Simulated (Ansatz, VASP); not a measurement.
## Two plane-wave programs on TiAl2

```
CELL_PARAMETERS angstrom
1.93189 -5.97359 0.00000
1.93189 5.97359 0.00000
0.00000 0.00000 3.93151
ATOMIC_POSITIONS crystal
Ti 0.65606 0.34394 0.00000
Ti 0.34394 0.65606 0.00000
Al 0.00000 0.00000 0.00000
Al 0.82698 0.17302 0.50000
Al 0.17302 0.82698 0.50000
Al 0.50000 0.50000 0.50000
```

Alike in both runs: functional LDA; k mesh 10 × 10 × 10; occupations gaussian, width 0.1 eV; no spin polarisation.

Ansatz relaxed the structure, and its values are those at the end. VASP's run is a single point on that final structure, the one shown.

|  | VASP | Ansatz |
| --- | --- | --- |
| version | VASP 6.6.1 | Ansatz 0.2.0 |
| potentials or method | VASP PAW LDA potentials, release 64 (Ti_sv, Al), cutoff 520 eV | scalar-relativistic, plane waves, PAW |
| valence electrons in the cell | 36 | 36 |

```tsv
	VASP	Ansatz	Ansatz less VASP
gap on the k mesh at the Fermi level (eV)	none	none	-
pressure (GPa)	0.2	0.0	-0.17
```

LDA's correlation is that of Perdew and Zunger in VASP and of Perdew and Wang (1992) in Ansatz. A gap of «none» marks a metal or a gap that the smearing closes.
